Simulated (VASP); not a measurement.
## As: single point with PBE+D3(BJ)

The system is As.

```xyz
2
Lattice="1.8914 1.0920 3.3714 -1.8914 1.0920 3.3714 0.0000 -2.1840 3.3714" Properties=species:S:1:pos:R:3 pbc="T T T"
As    0.0000    0.0000    7.7850
As    0.0000    0.0000    2.3292
```

- Program: VASP 6.6.1
- Task: single point
- Functional: PBE
- Dispersion: D3(BJ)
- Potentials or basis: VASP PAW PBE potentials, release 64 (As)
- Cutoff: 520 eV
- k mesh: 15 × 15 × 15
- Occupations: gaussian, width 0.1 eV
- Spin: no spin polarisation

```json
{
 "Pressure": "0.3 GPa",
 "Largest force": "0.052 eV/Å",
 "Band gap on the k mesh": "zero (band 5 reaches 5.78 eV, above the bottom of band 6 at 5.64 eV)",
 "Dispersion energy per atom": "-0.433 eV"
}
```

Forces on the atoms (eV/Å):
```
As   0.000  0.000 -0.052
As   0.000  0.000  0.052
```

Stress tensor (GPa, compression positive):
```
0.34 0.00 0.00
0.00 0.34 0.00
0.00 0.00 0.22
```

Levels at points of the mesh, in eV from the Fermi level:
| k point | band 1 | band 2 | band 3 | band 4 | band 5 | band 6 | band 7 | band 8 | band 9 | band 10 |
| --- | --- | --- | --- | --- | --- | --- | --- | --- | --- | --- |
| (0.00, 0.00, 0.00) | -15.16 | -5.60 | -2.42 | -2.10 | -2.10 | 2.08 | 3.10 | 3.10 | 6.48 | 6.48 |

Wall time 65 s on 1 thread of Intel(R) Xeon(R) Platinum 8488C (Sapphire Rapids), with other jobs on the host, peak memory 0.29 GiB.

Caveat: pairwise dispersion overbinds metals, which lowers pressure and volume.
